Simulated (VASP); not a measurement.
# C (P6_3/mmc) in VASP: notebook, part 2 of 2

VASP 6.6.1.

**3. Single point, PBEsol+D3(BJ) (volume 8.401 Å^3 an atom, c/a of the conventional cell 2.4308)**

INCAR reads:

```
SYSTEM = C
ALGO = Normal
EDIFF = 1E-6
ENCUT = 520
GGA = PS
ISIF = 2
ISMEAR = 0
IVDW = 12
LASPH = .TRUE.
LCHARG = .TRUE.
LELF = .TRUE.
LREAL = .FALSE.
LVHAR = .TRUE.
LWAVE = .FALSE.
NBANDS = 16
NELM = 80
PREC = Accurate
SIGMA = 0.15
```

KPOINTS reads:

```
k-points
0
G
  21 21 8
  0 0 0
```

POSCAR reads:

```
C
1.0
    2.5178916575      0.0000000000      0.0000000000
   -1.2589458288      2.1805581393      0.0000000000
    0.0000000000      0.0000000000      6.1204910410
C
4
Direct
    0.0000000000      0.0000000000      0.0025000000
    0.0000000000      0.0000000000      0.5025000000
    0.3333333333      0.6666666667      0.0025000000
    0.6666666667      0.3333333333      0.5025000000
```

Potentials or basis: VASP PAW PBE potentials, release 64 (C).

Started as:

```console
$ cat potpaw_PBE.64/C/POTCAR > POTCAR
$ mpirun -np 1 vasp_std > vasp.out
```

OUTCAR:

```text
SYSTEM = C
   EDIFF = 1E-6
   ENCUT = 520
   GGA = PS
   ISIF = 2
   ISMEAR = 0
   IVDW = 12
   LASPH = .TRUE.
   LREAL = .FALSE.
   NELM = 80
   PREC = Accurate
 IVDW          = 12

 ion  position               nearest neighbor table
   1  0.000  0.000  0.002-   3 1.45   3 1.45   3 1.45
   2  0.000  0.000  0.502-   4 1.45   4 1.45   4 1.45
   3  0.333  0.667  0.002-   1 1.45   1 1.45   1 1.45
   4  0.667  0.333  0.502-   2 1.45   2 1.45   2 1.45

  LATTYP: Found a hexagonal cell.
 ALAT       =     2.5178916575
 C/A-ratio  =     2.4308000000

  Lattice vectors:

 A1 = (   2.5178916575,   0.0000000000,   0.0000000000)
 A2 = (  -1.2589458288,   2.1805581393,   0.0000000000)
 A3 = (   0.0000000000,   0.0000000000,   6.1204910410)

Analysis of symmetry for initial positions (statically):
=====================================================================
 Subroutine PRICEL returns:
 Original cell was already a primitive cell.

 Routine SETGRP: Setting up the symmetry group for a
 hexagonal supercell.

 Subroutine GETGRP returns: Found 24 space group operations
 (whereof  6 operations were pure point group operations)
 out of a pool of 24 trial point group operations.

The static configuration has the point symmetry C_3v.
 The point group associated with its full space group is D_6h.

Analysis of symmetry for dynamics (positions and initial velocities):
=====================================================================
 Subroutine PRICEL returns:
 Original cell was already a primitive cell.

 Routine SETGRP: Setting up the symmetry group for a
 hexagonal supercell.

 Subroutine GETGRP returns: Found 24 space group operations
 (whereof  6 operations were pure point group operations)
 out of a pool of 24 trial point group operations.

The dynamic configuration has the point symmetry C_3v.
 The point group associated with its full space group is D_6h.

 Subroutine INISYM returns: Found 24 space group operations
[... 122 lines left out ...]
  volume/ion in A,a.u.               =       8.40        56.69
  Fermi-wavevector in a.u.,A,eV,Ry     =   1.278354  2.415739 22.234494  1.634189
  Thomas-Fermi vector in A             =   2.410902
   LORBIT       =      0    0 simple, 1 ext, 2 COOP (PROOUT), +10 PAW based schemes
   GGA     = PS    functional components
   LHFCALC =     F    Hartree Fock is set to
   AEXX    =    0.0000 exact exchange contribution
   IVDW    =    12    specifies the selected vdW correction
   LEPSILON=     F    determine dielectric tensor
   LRPA    =     F    only Hartree local field effects (RPA)
 non-spin polarized calculation
 Gauss-broadening in eV      SIGMA  =   0.15
  energy-cutoff  :      520.00
  volume of cell :       33.60
 maximum number of plane-waves:       922
 NGX is ok and might be reduce to    20
   NGX =  9   NGY =  9   NGZ = 23

 number of electron      15.9999999 magnetization

 Free energy of the ion-electron system (eV)
  ---------------------------------------------------
  ext. energy  EPLUGINS =         0.00000000
  ---------------------------------------------------
  free energy    TOTEN  =       -38.36208965 eV

  energy without entropy =      -38.36124390  energy(sigma->0) =      -38.36166677

 E-fermi :   5.0145     XC(G=0): -11.0424

 val. band max:        5.0139845762   @ k =   0.3333   0.3333   0.5000
 cond. band min:       5.0500676438   @ k =   0.3333   0.3333   0.3750
 fundamental gap:      0.0360830676
 Fermi energy:         5.0144782567

 k-point     1 :       0.0000    0.0000    0.0000
  band No.  band energies     occupation
      1     -14.2060      2.00000
      2     -13.5850      2.00000
      3      -3.5885      2.00000
      4      -0.4055      2.00000
      5       2.0560      2.00000
      6       2.0560      2.00000
[... 433 lines left out ...]
      3      -2.0446      2.00000
      4      -1.8545      2.00000
      5      -1.8422      2.00000
      6      -0.3352      2.00000
[... 8 lines left out ...]
     15      16.4870      0.00000
     16      18.6846      0.00000

 [... further k-points ...]

------------------------ aborting loop because EDIFF is reached ----------------------------------------

 Edisp (eV)   -0.47438

 E8    (eV) :    -0.2305

  FORCE on cell =-STRESS in cart. coord.  units (eV):
  Direction    XX          YY          ZZ          XY          YZ          ZX
  --------------------------------------------------------------------------------------
  -------------------------------------------------------------------------------------
  Total      -6.33707    -6.33707     0.83028     0.00000    -0.00000     0.00000
  in kB    -302.14005  -302.14005    39.58626     0.00000    -0.00000     0.00000
  external pressure =     -188.23 kB  Pullay stress =        0.00 kB

 VOLUME and BASIS-vectors are now :
 -----------------------------------------------------------------------------
  energy-cutoff  :      520.00
  volume of cell :       33.60
      direct lattice vectors                 reciprocal lattice vectors
     2.517891657  0.000000000  0.000000000     0.397157676  0.229299091  0.000000000
    -1.258945829  2.180558139  0.000000000     0.000000000  0.458598183  0.000000000
     0.000000000  0.000000000  6.120491041     0.000000000  0.000000000  0.163385583

 POSITION                                       TOTAL-FORCE (eV/Angst)
 -----------------------------------------------------------------------------------
      0.00000      0.00000      0.01530         0.000000     -0.000000     -0.000000
      0.00000      0.00000      3.07555        -0.000000      0.000000      0.000000
     -0.00000      1.45371      0.01530         0.000000      0.000000      0.000000
      1.25895      0.72685      3.07555        -0.000000     -0.000000      0.000000
 -----------------------------------------------------------------------------------
    total drift:                               -0.000000     -0.000000      0.000021

  FREE ENERGIE OF THE ION-ELECTRON SYSTEM (eV)
  ---------------------------------------------------
  free  energy   TOTEN  =       -38.8364654852 eV

  energy  without entropy=      -38.8356197335  energy(sigma->0) =      -38.83604261
```

OSZICAR:

```text
N       E                     dE             d eps       ncg     rms          rms(c)
DAV:   1     0.242050298598E+02    0.24205E+02   -0.79553E+03  7680   0.938E+02
DAV:   2    -0.378006020298E+02   -0.62006E+02   -0.56393E+02 10784   0.179E+02
DAV:   3    -0.401644038758E+02   -0.23638E+01   -0.23543E+01 10136   0.317E+01
DAV:   4    -0.401821587877E+02   -0.17755E-01   -0.17741E-01  9528   0.329E+00
DAV:   5    -0.401824191471E+02   -0.26036E-03   -0.26033E-03  9864   0.378E-01    0.827E+00
DAV:   6    -0.387968194323E+02    0.13856E+01   -0.93395E-01  9552   0.602E+00    0.479E+00
DAV:   7    -0.383596637227E+02    0.43716E+00   -0.10797E+00  9800   0.666E+00    0.116E+00
DAV:   8    -0.383623824781E+02   -0.27188E-02   -0.56396E-02  9256   0.139E+00    0.154E-01
DAV:   9    -0.383620232903E+02    0.35919E-03   -0.85770E-04  9744   0.207E-01    0.623E-02
DAV:  10    -0.383621040775E+02   -0.80787E-04   -0.21480E-04  9344   0.962E-02    0.495E-02
DAV:  11    -0.383620895749E+02    0.14503E-04   -0.34530E-05  9712   0.388E-02    0.293E-03
DAV:  12    -0.383620896472E+02   -0.72337E-07   -0.12802E-06  8584   0.726E-03
   1 F= -.38836465E+02 E0= -.38836043E+02  d E =-.845752E-03
```

Run time: 49 s. Hardware: 1 thread of Intel Xeon 6975P-C (Granite Rapids), shared host; peak memory 0.21 GiB.

Results:

- Free energy: -38.8365 eV
- Pressure: -18.8 GPa
- Band gap on the k mesh: zero (band 8 reaches 5.05 eV, above the bottom of band 9 at 4.96 eV)
- Dispersion energy per atom: -0.119 eV

Caveat: the PAW data sets were made with another functional, which shifts forces and pressure a little.

**4. Single point, PBEsol+D3(BJ) (volume 8.401 Å^3 an atom, c/a of the conventional cell 2.5509)**

INCAR, as its differences from that of step 3:

```diff
@@ -9,6 +9,4 @@
 LASPH = .TRUE.
-LCHARG = .TRUE.
-LELF = .TRUE.
+LCHARG = .FALSE.
 LREAL = .FALSE.
-LVHAR = .TRUE.
 LWAVE = .FALSE.
```

KPOINTS is that of step 3.

POSCAR reads:

```
C
1.0
    2.4777394570      0.0000000000      0.0000000000
   -1.2388697285      2.1457853137      0.0000000000
    0.0000000000      0.0000000000      6.3204655808
C
4
Direct
    0.0000000000      0.0000000000      0.0025000000
    0.0000000000      0.0000000000      0.5025000000
    0.3333333333      0.6666666667      0.0025000000
    0.6666666667      0.3333333333      0.5025000000
```

Started as:

```console
$ cat potpaw_PBE.64/C/POTCAR > POTCAR
$ mpirun -np 1 vasp_std > vasp.out
```

Run time: 41 s. Hardware: 1 thread of Intel Xeon 6975P-C (Granite Rapids), shared host; peak memory 0.2 GiB.

Results (log left out):

- Free energy: -38.9909 eV
- Pressure: -5.9 GPa
- Band gap on the k mesh: zero (band 8 reaches 5.04 eV, above the bottom of band 9 at 4.98 eV)
- Dispersion energy per atom: -0.117 eV

Stress tensor (GPa, compression positive):
```
-9.71  0.00  0.00
 0.00 -9.71  0.00
 0.00  0.00  1.77
```

Levels at points of the mesh, in eV from the Fermi level:
| k point | band 5 | band 6 | band 7 | band 8 | band 9 | band 10 | band 11 | band 12 |
| --- | --- | --- | --- | --- | --- | --- | --- | --- |
| (0.00, 0.00, 0.00) | -2.95 | -2.95 | -2.92 | -2.92 | 4.70 | 8.22 | 8.22 | 8.31 |
| (0.00, 0.00, 0.50) | -2.94 | -2.94 | -2.94 | -2.94 | 7.88 | 7.88 | 8.26 | 8.26 |

Caveat: the PAW data sets were made with another functional, which shifts forces and pressure a little.

**5. Overview**

```tsv
cell	gap on the mesh (eV)	pressure (GPa)
a = 2.361, b = 2.361, c = 6.961 Å, angles 90.0, 90.0, 120.0°, 4 atoms	none	40.8
a = 2.518, b = 2.518, c = 6.120 Å, angles 90.0, 90.0, 120.0°, 4 atoms	none	-18.8
a = 2.478, b = 2.478, c = 6.320 Å, angles 90.0, 90.0, 120.0°, 4 atoms	none	-5.9
```

Alike in all rows: task single point; level PBEsol+D3(BJ); potentials or basis VASP PAW PBE potentials, release 64 (C); no spin polarisation; k mesh 21 × 21 × 8; cutoff (eV) 520; smearing gaussian 0.15 eV.

Caveats: the PAW data sets were made with another functional, which shifts forces and pressure a little.

Total energies depend on the potentials used, so only differences within one code and one set of settings carry meaning.
